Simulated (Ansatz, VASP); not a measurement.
# Two plane-wave programs on Al

POSCAR

```
Al
1.0
    2.7421439677      0.0000000000      0.0000000000
   -1.3710719838      2.3747663369      0.0000000000
    0.0000000000      0.0000000000      4.9885212500
Al
2
Direct
    0.6666666667      0.3333333333      0.7500000000
    0.3333333333      0.6666666667      0.2500000000
```

File INCAR.step1:

```
SYSTEM = Al
ALGO = Normal
EDIFF = 1E-4
ENCUT = 520
GGA = PE
ISMEAR = 0
LASPH = .TRUE.
LCHARG = .FALSE.
LREAL = .FALSE.
LWAVE = .TRUE.
NBANDS = 10
NELM = 60
PREC = Accurate
SIGMA = 0.15
```

Contents of INCAR.step2:

```
SYSTEM = Al
ALGO = Normal
EDIFF = 1E-6
ENCUT = 520
ISIF = 2
ISMEAR = 0
ISTART = 1
LASPH = .TRUE.
LCHARG = .TRUE.
LELF = .TRUE.
LMIXTAU = .TRUE.
LREAL = .FALSE.
LVHAR = .TRUE.
LWAVE = .FALSE.
METAGGA = R2SCAN
NBANDS = 10
NELM = 60
PREC = Accurate
SIGMA = 0.15
```

The input KPOINTS:

```
k-points
0
G
  18 18 10
  0 0 0
```

Input for Ansatz:

```yaml
crystal:
  lattice:
    - [2.7421439677, 0.0, 0.0]
    - [-1.3710719838, 2.3747663369, 0.0]
    - [0.0, 0.0, 4.98852125]
  atoms:
    - { symbol: Al, position: [0.6666666667, 0.3333333333, 0.75] }
    - { symbol: Al, position: [0.3333333333, 0.6666666667, 0.25] }
basis:
  ecutwfc: 500
kpoints:
  mp_grid: { grid: [18, 18, 10] }
hamiltonian:
  xc: r2scan
scf:
  occupations: { method: gaussian, width: 0.15 }
output:
  forces: true
  stress: true
  eigenvalues: true
```

Change from the starting cell: strain -0.025 along x and y, +0.025 along z, atoms carried along.

Alike in both runs: task single point; functional r2SCAN; k mesh 18 × 18 × 10; occupations gaussian, width 0.15 eV; no spin polarisation.

|  | VASP | Ansatz |
| --- | --- | --- |
| version | VASP 6.6.1 | Ansatz 0.2.0 |
| potentials or method | VASP PAW PBE potentials, release 64 (Al), cutoff 520 eV | scalar-relativistic, plane waves, PAW |
| valence electrons in the cell | 6 | 6 |

|  | VASP | Ansatz | Ansatz less VASP |
| --- | --- | --- | --- |
| gap on the k mesh at the Fermi level (eV) | none | none | - |
| pressure (GPa) | -0.2 | 0.1 | +0.31 |
| traceless stress, the component that is largest in VASP (GPa) | -5.74 | -5.77 | -0.029 |

VASP's potentials were made for PBE, not for r2SCAN. A gap of «none» marks a metal or a gap that the smearing closes. The functional is the same, so the differences come from potentials, cutoffs and numerics.
